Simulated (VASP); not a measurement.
# Si (a cell with a defect) in VASP: notebook, part 2 of 2

VASP 6.6.1. The steps go on from the part before.

## (4) Single point, PBEsol

INCAR reads:

```
SYSTEM = Si
PREC = Accurate
ENCUT = 520
EDIFF = 1E-6
ISMEAR = -1
SIGMA = 0.02
LREAL = Auto
LASPH = .True.
NELM = 60
ALGO = Normal
ISIF = 2
LWAVE = .False.
LCHARG = .False.
GGA = PS
NBANDS = 48
```

KPOINTS reads:

```
regular mesh
0
Gamma
  2 2 2
  0 0 0
```

POSCAR reads:

```
Si
1.0
    0.0000000000      5.4300000000      5.4300000000
    5.4300000000      0.0000000000      5.4300000000
    5.4300000000      5.4300000000      0.0000000000
Si
17
Direct
   -0.5455156538      0.0026427256      0.3138950276
    0.2686832413      0.1043738490      0.0513351750
    0.0021639042     -0.2024033149      0.6572283610
    0.0007642726      0.2051104972      0.9195303867
    0.1265837937      0.5619244936     -0.0078545120
    0.3259023941      0.7897697974     -0.2293462247
    0.2038213628      0.2459944751      0.5789963168
    0.4848066298      0.6080294659      0.1043462247
    0.6654604052      0.0378176796     -0.1936003683
    0.0391252302      0.1275598527      0.4415930018
    0.6044567219      0.0469797422      0.5060220994
    0.6729742173      0.4090515654      0.5984990792
    0.4908563536      0.3251289134     -0.0067311234
    0.8133517495      0.9607550645      0.0831123389
    0.7778360958      0.2891068140      0.2561602210
    0.3875966851      0.6884438306      0.4382596685
    0.0503499079      0.6719889503      1.3700736648
```

Potentials or basis: VASP PAW PBE potentials, release 64 (Si).

Launch:

```bash
> cat potpaw_PBE.64/Si/POTCAR > POTCAR
> mpirun -np 1 vasp_std > vasp.out
```

OUTCAR:

```text
SYSTEM = Si
   PREC = Accurate
   ENCUT = 520
   EDIFF = 1E-6
   ISMEAR = -1
   LREAL = Auto
   LASPH = .True.
   NELM = 60
   ISIF = 2
   GGA = PS

 ion  position               nearest neighbor table
   1  0.454  0.003  0.314-  16 2.33  14 2.37  13 2.49  11 2.49  10 2.61   2 2.63   7 2.76   6 2.89

   2  0.269  0.104  0.051-   4 2.36   9 2.60   1 2.63  10 2.66  13 2.71   5 2.97  15 3.11
   3  0.002  0.798  0.657-  10 2.30   9 2.40  16 2.50   5 2.62  17 2.62   6 2.98  11 3.13
   4  0.001  0.205  0.920-   7 2.23   2 2.36  14 2.39  15 2.48
   5  0.127  0.562  0.992-   6 2.32  13 2.46   3 2.62  14 2.96   2 2.97  17 3.12
   6  0.326  0.790  0.771-   5 2.32  16 2.78   8 2.80   7 2.87   1 2.89  11 2.91  13 2.97   3 2.98
[... 618 lines left out ...]
  in kB      -41.1954488    -75.8491896    -33.3789061      8.6452236    -13.9297669    -13.3122636
  external PRESSURE =     -50.1411815 kB  Pullay stress =       0.0000000 kB

 VOLUME and BASIS-vectors are now :
 -----------------------------------------------------------------------------
  energy-cutoff  :      520.00
  volume of cell :      320.21
      direct lattice vectors                 reciprocal lattice vectors
     0.000000000  5.430000000  5.430000000    -0.092081031  0.092081031  0.092081031
     5.430000000  0.000000000  5.430000000     0.092081031 -0.092081031  0.092081031
     5.430000000  5.430000000  0.000000000     0.092081031  0.092081031 -0.092081031

 POSITION                                       TOTAL-FORCE (eV/Angst)
 -----------------------------------------------------------------------------------
      1.71880      4.17230      2.48220         0.694514      0.081743      0.219217
      0.84550      1.73770      2.02570        -0.165276      0.645109      0.405196
      7.89970      3.58050      4.34270        -1.312072      0.920708     -0.736386
      6.10680      4.99720      1.11790         1.174754      0.519154     -1.269224
      8.43860      6.07470      3.73860         0.162690     -0.572450     -0.689864
      8.47310      5.95430      6.05810         0.303905      0.501837      1.041498
[... 9 lines left out ...]
      6.11800      4.48440      5.84290        -0.670894      0.393268     -0.725654
      5.65840      2.28290      3.92230        -0.645830      0.473026      0.405377
 -----------------------------------------------------------------------------------
    total drift:                               -0.007042      0.004564      0.006783

  FREE ENERGIE OF THE ION-ELECTRON SYSTEM (eV)
  ---------------------------------------------------
  free  energy   TOTEN  =       -88.8069798378 eV

  energy  without entropy=      -88.8034806586  energy(sigma->0) =      -88.80523025
```

stdout:

```text
POSCAR found type information on POSCAR Si
 POSCAR found :  1 types and      17 ions
 scaLAPACK will be used
 -----------------------------------------------------------------------------
|                                                                             |
|                                                                             |
|     You enforced a specific xc type in the INCAR file but a different       |
|     I HOPE YOU KNOW WHAT YOU ARE DOING!                                     |
|                                                                             |
 -----------------------------------------------------------------------------

 LDA part: xc-table for (Slater+PW92), standard interpolation
 POSCAR, INCAR and KPOINTS ok, starting setup
 FFT: planning ... GRIDC
 FFT: planning ... GRID_SOFT
 FFT: planning ... GRID
 WAVECAR not read
 entering main loop
```

Run time: 2.1 min. Hardware: 1 thread of Intel Xeon Platinum 8488C (Sapphire Rapids), shared host; peak memory 0.46 GiB.

What came out:

* Free energy: -88.8070 eV
* Pressure: -5.0 GPa
* Largest force: 1.806 eV/Å
* Band gap on the k mesh: zero (band 34 reaches 6.71 eV, above the bottom of band 35 at 6.33 eV)

Forces in eV/Å, atoms in the order of the input:
```
Si   0.695  0.082  0.219
Si  -0.165  0.645  0.405
Si  -1.312  0.921 -0.736
Si   1.175  0.519 -1.269
Si   0.163 -0.572 -0.690
Si   0.304  0.502  1.041
Si  -1.076 -1.127  0.867
Si   0.422 -0.642 -0.536
Si   0.453 -0.422 -0.683
Si   0.781 -0.372  1.103
Si   0.460 -0.266 -1.282
Si  -0.200 -0.013  0.032
Si   0.478 -0.111  0.514
Si  -0.929  0.661  0.296
Si   0.069 -0.671  1.037
Si  -0.671  0.393 -0.726
Si  -0.646  0.473  0.405
```

Caveat: the k points lie up to 0.50 Å⁻¹ apart; the PAW data sets were made with another functional, which shifts forces and pressure a little.

## (5) Single point, PBEsol

INCAR reads:

```
SYSTEM = Si
  ALGO = Normal
  EDIFF = 1E-6
  ENCUT = 520
  GGA = PS
  ISIF = 2
  ISMEAR = -1
  LASPH = .True.
  LCHARG = .False.
  LREAL = Auto
  LWAVE = .False.
  NBANDS = 48
  NELM = 60
  PREC = Accurate
  SIGMA = 0.02
```

KPOINTS reads:

```
k-points
0
Gamma
  2 2 2
  0 0 0
```

POSCAR reads:

```
Si
1.0
    0.0000000000      5.4300000000      5.4300000000
    5.4300000000      0.0000000000      5.4300000000
    5.4300000000      5.4300000000      0.0000000000
Si
17
Direct
   -0.6054511971     -0.0256169429      0.1981952118
    0.0799263352      0.2538489871      0.1700920810
    0.2669889503     -0.2574309392      0.8191252302
   -0.0602486188      0.0442265193      1.1509116022
    0.0609116022      0.6236187845     -0.2104143646
    0.6005064457      0.9002670350     -0.3396961326
    0.1589594843      0.2459392265      0.8100644567
    0.3167219153      0.3780110497      0.1584346225
    0.5260313076      0.1066206262     -0.1841528545
    0.1004972376      0.1362983425      0.6102394107
    0.4332872928      0.2029742173      0.4485911602
    0.8564825046      0.4108655617      0.4347513812
    0.7057090239      0.3169060773     -0.1219889503
    0.7640423573      0.8182780847      0.1392909761
    0.7668232044      0.4317587477      0.0957550645
    0.3134806630      0.6453222836      0.4276611418
    0.0845856354      0.6403683241      1.2746777164
```

Potentials or basis: VASP PAW PBE potentials, release 64 (Si).

Launch:

```bash
> cat potpaw_PBE.64/Si/POTCAR > POTCAR
> mpirun -np 1 vasp_std > vasp.out
```

OUTCAR:

```text
SYSTEM = Si
   EDIFF = 1E-6
   ENCUT = 520
   GGA = PS
   ISIF = 2
   ISMEAR = -1
   LASPH = .True.
   LREAL = Auto
   NELM = 60
   PREC = Accurate

 ion  position               nearest neighbor table
   1  0.395  0.974  0.198-   2 2.32  14 2.36   9 2.40  16 2.43   8 2.73
   2  0.080  0.254  0.170-  15 2.30   1 2.32  12 2.33   8 2.39   4 2.43   7 2.54   5 2.89  10 3.10

   3  0.267  0.743  0.819-   5 2.32  10 2.59   8 2.72   6 2.83  17 2.88
   4  0.940  0.044  0.151-   2 2.43  15 2.48   7 2.50  17 2.53  14 2.73  13 2.76
   5  0.061  0.624  0.790-   3 2.32  16 2.45   7 2.55  15 2.71   2 2.89  14 3.02
   6  0.601  0.900  0.660-   9 2.14  11 2.24   3 2.83
   7  0.159  0.246  0.810-  10 2.37   9 2.48   4 2.50   2 2.54   5 2.55  11 2.57  15 2.85  13 3.04

   8  0.317  0.378  0.158-  17 2.16  11 2.32   2 2.39  13 2.64   3 2.72   1 2.73  10 3.02  12 3.03

   9  0.526  0.107  0.816-   6 2.14   1 2.40   7 2.48  13 2.90  11 2.90  14 3.07
  10  0.100  0.136  0.610-  12 2.35   7 2.37  11 2.42   3 2.59  13 2.78   8 3.02   2 3.10
  11  0.433  0.203  0.449-   6 2.24   8 2.32  10 2.42   7 2.57   9 2.90  16 2.98  15 3.13
  12  0.856  0.411  0.435-   2 2.33  10 2.35  17 2.54  14 2.78  13 2.81  15 2.92   8 3.03
  13  0.706  0.317  0.878-  15 2.54   8 2.64   4 2.76  10 2.78  12 2.81   9 2.90   7 3.04
  14  0.764  0.818  0.139-   1 2.36  17 2.60   4 2.73  12 2.78   5 3.02   9 3.07  15 3.14
  15  0.767  0.432  0.096-   2 2.30   4 2.48  13 2.54   5 2.71   7 2.85  12 2.92  11 3.13  14 3.14

  16  0.313  0.645  0.428-   1 2.43   5 2.45  17 2.58  11 2.98
  17  0.085  0.640  0.275-   8 2.16   4 2.53  12 2.54  16 2.58  14 2.60   3 2.88

  LATTYP: Found a face centered cubic cell.
 ALAT       =    10.8600000000

  Lattice vectors:

 A1 = (   0.0000000000,   5.4300000000,   5.4300000000)
 A2 = (   5.4300000000,   0.0000000000,   5.4300000000)
 A3 = (   5.4300000000,   5.4300000000,   0.0000000000)

Analysis of symmetry for initial positions (statically):
=====================================================================
 Subroutine PRICEL returns:
 Original cell was already a primitive cell.

 Routine SETGRP: Setting up the symmetry group for a
 face centered cubic supercell.

 Subroutine GETGRP returns: Found  1 space group operations
 (whereof  1 operations were pure point group operations)
 out of a pool of 48 trial point group operations.

The static configuration has the point symmetry C_1 .

Analysis of symmetry for dynamics (positions and initial velocities):
=====================================================================
 Subroutine PRICEL returns:
 Original cell was already a primitive cell.

 Routine SETGRP: Setting up the symmetry group for a
 face centered cubic supercell.

 Subroutine GETGRP returns: Found  1 space group operations
 (whereof  1 operations were pure point group operations)
 out of a pool of 48 trial point group operations.

The dynamic configuration has the point symmetry C_1 .

 Subroutine INISYM returns: Found  1 space group operations
 (whereof  1 operations are pure point group operations),
 and found     1 'primitive' translations

----------------------------------------------------------------------------------------

                                     Primitive cell

  volume of cell :     320.2060

[... 80 lines left out ...]
  0.500000  0.500000  0.000000      1.000000
  0.000000  0.500000  0.500000      1.000000
  0.500000  0.000000  0.500000      1.000000
   k-points           NKPTS =      8   k-points in BZ     NKDIM =      8   number of bands    NBANDS=     48
   number of dos      NEDOS =    301   number of ions     NIONS =     17
   total plane-waves  NPLWV = 216000
   dimension x,y,z NGX =    60 NGY =   60 NGZ =   60
   dimension x,y,z NGXF=   120 NGYF=  120 NGZF=  120
   ions per type =              17
   NGX,Y,Z   is equivalent  to a cutoff of  12.99, 12.99, 12.99 a.u.
   NGXF,Y,Z  is equivalent  to a cutoff of  25.98, 25.98, 25.98 a.u.
 SYSTEM =  Si
   PREC   = accura    normal or accurate (medium, high low for compatibility)
   ISTART =      0    job   : 0-new  1-cont  2-samecut
   ICHARG =      2    charge: 1-file 2-atom 10-const
   ISPIN  =      1    spin polarized calculation?
   LNONCOLLINEAR =      F non collinear calculations
   LSORBIT =      F    spin-orbit coupling
   LASPH  =      T    aspherical Exc in radial PAW
   ENCUT  =  520.0 eV  38.22 Ry    6.18 a.u.  14.28 14.28 14.28*2*pi/ulx,y,z
   NELM   =     60;   NELMIN=  2; NELMDL= -5     # of ELM steps
   EDIFF  = 0.1E-05   stopping-criterion for ELM
   LREAL  =      T    real-space projection
   EDIFFG = 0.1E-04   stopping-criterion for IOM
   NSW    =      0    number of steps for IOM
   IBRION =     -1    ionic relax: 0-MD 1-quasi-New 2-CG
   NFREE  =      0    steps in history (QN), initial steepest desc. (CG)
   ISIF   =      2    stress and relaxation
   ISYM   =      2    0-nonsym 1-usesym 2-fastsym
   POTIM  = 0.5000    time-step for ionic-motion
   TEBEG  =    0.0;   TEEND  =   0.0 temperature during run
   PSTRESS=    0.0 pullay stress
   NELECT =      68.0000    total number of electrons
   NUPDOWN=      -1.0000    fix difference up-down
   EMIN   =  10.00;   EMAX   =-10.00  energy-range for DOS
   EFERMI =   0.00;   METHOD = LEGACY
   ISMEAR =    -1;   SIGMA  =   0.02  broadening in eV -4-tet -1-fermi 0-gaus
   EFERMI_NEDOS =   21; number of points for ismear=-14 and -15
   IALGO  =     38    algorithm
   IMIX   =      4    mixing-type and parameters
     AMIX     =   0.40;   BMIX     =  1.00
     AMIX_MAG =   1.60;   BMIX_MAG =  1.00
  volume/ion in A,a.u.               =      18.84       127.11
  Fermi-wavevector in a.u.,A,eV,Ry     =   0.976715  1.845724 12.979587  0.953973
  Thomas-Fermi vector in A             =   2.107356
   LORBIT       =      0    0 simple, 1 ext, 2 COOP (PROOUT), +10 PAW based schemes
   GGA     = PS    functional components
   LHFCALC =     F    Hartree Fock is set to
   AEXX    =    0.0000 exact exchange contribution
   IVDW    =     0    specifies the selected vdW correction
   LEPSILON=     F    determine dielectric tensor
   LRPA    =     F    only Hartree local field effects (RPA)
 non-spin polarized calculation
  energy-cutoff  :      520.00
  volume of cell :      320.21
 maximum number of plane-waves:      8646
 NGX is ok and might be reduce to    60
   NGX = 29   NGY = 29   NGZ = 29

 number of electron      68.0000000 magnetization

 Free energy of the ion-electron system (eV)
  ---------------------------------------------------
  ext. energy  EPLUGINS =         0.00000000
  ---------------------------------------------------
  free energy    TOTEN  =       -86.73783441 eV

  energy without entropy =      -86.72843051  energy(sigma->0) =      -86.73313246

 E-fermi :   6.5292     XC(G=0):  -9.9527

 val. band max:        6.4985610775   @ k =   0.5000   0.5000   0.0000
 cond. band min:       6.5505985334   @ k =   0.0000   0.0000   0.5000
 fundamental gap:      0.0520374559
 Fermi energy:         6.5292086936

 k-point     1 :       0.0000    0.0000    0.0000
  band No.  band energies     occupation
      1      -6.6071      2.00000
      2      -4.2730      2.00000
      3      -4.1256      2.00000
      4      -3.3864      2.00000
      5      -3.0981      2.00000
      6      -2.7433      2.00000
[... 381 lines left out ...]
     45       9.2236      0.00000
     46       9.4070      0.00000
 [bands above 46 left out]

------------------------ aborting loop because EDIFF is reached ----------------------------------------

  FORCE on cell =-STRESS in cart. coord.  units (eV):
  Direction    XX          YY          ZZ          XY          YZ          ZX
  --------------------------------------------------------------------------------------
  -------------------------------------------------------------------------------------
  Total        4.4910145     -0.0721983     -8.9157549     -0.9090737     -0.3770067      2.0606631
  in kB       22.4711631     -0.3612502    -44.6107185     -4.5486257     -1.8863843     10.3106988
  external PRESSURE =      -7.5002686 kB  Pullay stress =       0.0000000 kB

 VOLUME and BASIS-vectors are now :
 -----------------------------------------------------------------------------
  energy-cutoff  :      520.00
  volume of cell :      320.21
      direct lattice vectors                 reciprocal lattice vectors
     0.000000000  5.430000000  5.430000000    -0.092081031  0.092081031  0.092081031
     5.430000000  0.000000000  5.430000000     0.092081031 -0.092081031  0.092081031
     5.430000000  5.430000000  0.000000000     0.092081031  0.092081031 -0.092081031

 POSITION                                       TOTAL-FORCE (eV/Angst)
 -----------------------------------------------------------------------------------
      6.36710      3.21860      7.43330         0.048750      0.871974     -0.300794
      2.30200      1.35760      1.81240        -0.076382      0.403189     -0.028996
      8.48000      5.89760      5.48190         0.809039      0.556537      0.490105
      1.05960      5.92230      5.34300        -0.390351     -0.449572     -0.880460
      7.67370      4.61820      3.71700        -0.187937     -0.413378     -0.623424
      8.47390      6.84620      8.14920        -3.095291      0.573120     -1.447983
[... 9 lines left out ...]
      5.82630      4.02440      5.20630        -0.634715     -0.237626     -0.709810
      4.96870      1.95080      3.93650         2.542697     -0.726674      0.675413
 -----------------------------------------------------------------------------------
    total drift:                               -0.001862     -0.000721      0.000519

  FREE ENERGIE OF THE ION-ELECTRON SYSTEM (eV)
  ---------------------------------------------------
  free  energy   TOTEN  =       -86.7378344071 eV

  energy  without entropy=      -86.7284305059  energy(sigma->0) =      -86.73313246
```

Run time: 2.2 min. Hardware: 1 thread of Intel Xeon Platinum 8488C (Sapphire Rapids), shared host; peak memory 0.46 GiB.

What came out:

```
Free energy            : -86.7378 eV
Pressure               : -0.8 GPa
Largest force          : 3.465 eV/Å
Band gap on the k mesh : zero (band 34 reaches 6.55 eV, above the bottom of band 35 at 6.43 eV)
```

Forces in eV/Å, atoms in the order of the input:
```
Si   0.049  0.872 -0.301
Si  -0.076  0.403 -0.029
Si   0.809  0.557  0.490
Si  -0.390 -0.450 -0.880
Si  -0.188 -0.413 -0.623
Si  -3.095  0.573 -1.448
Si   0.434  0.322  0.597
Si  -3.253  0.331  0.939
Si   2.541  0.480  1.060
Si  -0.680  0.273 -0.786
Si   0.308 -0.504  1.340
Si   1.547 -0.398 -0.095
Si  -0.212 -0.100 -0.667
Si  -0.502  0.449  0.698
Si   0.802 -1.429 -0.259
Si  -0.635 -0.238 -0.710
Si   2.543 -0.727  0.675
```

Levels at points of the mesh, in eV from the Fermi level:
```tsv
k point	band 30	band 31	band 32	band 33	band 34	band 35	band 36	band 37	band 38	band 39
(0.00, 0.00, 0.00)	-0.81	-0.70	-0.41	-0.13	-0.08	0.22	0.30	0.51	0.66	0.97
(0.50, 0.00, 0.00)	-1.16	-0.98	-0.71	-0.63	-0.16	-0.10	0.49	0.95	1.04	1.24
(0.00, 0.50, 0.00)	-1.36	-1.09	-0.82	-0.58	-0.30	0.34	0.55	0.81	0.97	1.33
(0.00, 0.00, 0.50)	-1.04	-0.77	-0.66	-0.64	0.02	0.12	0.34	0.73	1.13	1.43
(0.50, 0.50, 0.50)	-1.29	-1.17	-0.56	-0.33	-0.04	0.49	0.69	0.84	1.07	1.32
(0.50, 0.50, 0.00)	-1.37	-1.08	-0.50	-0.28	-0.03	0.05	0.17	0.51	0.82	1.62
(0.00, 0.50, 0.50)	-1.14	-0.82	-0.66	-0.38	-0.20	0.10	0.41	1.02	1.13	1.30
(0.50, 0.00, 0.50)	-1.04	-0.92	-0.69	-0.46	-0.41	0.15	0.56	0.72	1.02	1.17
```

Caveat: the k points lie up to 0.50 Å⁻¹ apart; the PAW data sets were made with another functional, which shifts forces and pressure a little.
